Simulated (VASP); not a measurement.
Runs of VASP 6.6.1 on KI. The structure is that of space group Fm-3m (No. 225), or close to it. The cells are those of the table. 

```csv
cell,gap on the mesh (eV),pressure (GPa)
"a = 5.062 Å, angles 60.0°, 2 atoms",3.87,0.1
"a = 4.963 Å, angles 60.0°, 2 atoms",(b),(c)
"a = 5.094 Å, angles 60.0°, 2 atoms",3.83,-0.1
"a = 4.996 Å, angles 60.0°, 2 atoms",(d),(a)
"a = 4.929 Å, angles 60.0°, 2 atoms",4.06,1.2
"a = 4.894 Å, angles 60.0°, 2 atoms",4.11,1.6
"a = 5.029 Å, angles 60.0°, 2 atoms",3.92,0.4
```

Alike in all rows: task single point; level PBE; potentials or basis VASP PAW PBE potentials, release 64 (K_sv, I); no spin polarisation; k mesh 6 × 6 × 6; cutoff (eV) 500; smearing gaussian 0.01 eV.

Question: Estimate the missing entries.

Answer: (a) 0.6; (b) 4.01; (c) 0.9; (d) 3.96.

Caveats: spin-orbit coupling is left out, which moves the levels of the heavy elements.

A k mesh can miss the band edges, and the runs leave out spin-orbit coupling on I.
